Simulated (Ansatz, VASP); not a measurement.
## Two plane-wave programs on BaTiO3

Contents of INCAR:

```
SYSTEM = BaTiO3
ALGO = Normal ; EDIFF = 1E-7
ENCUT = 520 ; GGA = PS
ISIF = 2 ; ISMEAR = 0
LASPH = .TRUE. ; LCHARG = .FALSE.
LREAL = .FALSE. ; LWAVE = .FALSE.
NBANDS = 28 ; NELM = 60
PREC = Accurate ; SIGMA = 0.02
```

File KPOINTS:

```
k-points
0
G
  6 6 6
  0 0 0
```

Contents of POSCAR:

```
BaTiO3
1.0
    2.8276681575      1.6325549719      2.3177316080
   -2.8276681575      1.6325549719      2.3177316080
    0.0000000000     -3.2651099438      2.3177316080
Ba Ti O
1 1 3
Direct
    0.0000000000      0.0000000000      0.0000000000
    0.5140000000      0.5140000000      0.5140000000
    0.4916000000      0.4916000000      0.9815000000
    0.4916000000      0.9815000000      0.4916000000
    0.9815000000      0.4916000000      0.4916000000
```

Input for Ansatz:

```yaml
crystal:
  lattice:
    - [2.8276681575, 1.6325549719, 2.317731608]
    - [-2.8276681575, 1.6325549719, 2.317731608]
    - [0.0, -3.2651099438, 2.317731608]
  atoms:
    - { symbol: Ba, position: [0.0, 0.0, 0.0] }
    - { symbol: Ti, position: [0.514, 0.514, 0.514] }
    - { symbol: O, position: [0.4916, 0.4916, 0.9815] }
    - { symbol: O, position: [0.4916, 0.9815, 0.4916] }
    - { symbol: O, position: [0.9815, 0.4916, 0.4916] }
basis:
  ecutwfc: 420
kpoints:
  mp_grid: { grid: [6, 6, 6] }
hamiltonian:
  xc: pbesol
scf:
  occupations: { method: gaussian, width: 0.02 }
output:
  forces: true
  stress: true
  eigenvalues: true
  populations: true
```

Alike in both runs: task single point; functional PBEsol; k mesh 6 × 6 × 6; occupations gaussian, width 0.02 eV; no spin polarisation.

|  | VASP | Ansatz |
| --- | --- | --- |
| version | VASP 6.6.1 | Ansatz 0.2.0 |
| potentials or method | VASP PAW PBE potentials, release 64 (Ba_sv, Ti_sv, O), cutoff 520 eV | scalar-relativistic, plane waves, PAW |
| valence electrons in the cell | 40 | 40 |

|  | VASP | Ansatz | Ansatz less VASP |
| --- | --- | --- | --- |
| gap on the k mesh at the Fermi level (eV) | 2.31 | 2.36 | +0.055 |
| least direct gap on the mesh (eV) | 2.69 | 2.71 | +0.014 |
| pressure (GPa) | 0.6 | -1.3 | -1.86 |
| traceless stress, the component that is largest in VASP (GPa) | -0.18 | -0.14 | +0.042 |
| rms of the force components (eV/Å) | 0.073 | 0.063 | -0.0096 |

VASP's potentials were made for PBE, not for PBEsol. Atom by atom the forces differ by 0.025 eV/Å (rms over components).

Neither program's run includes spin-orbit coupling.
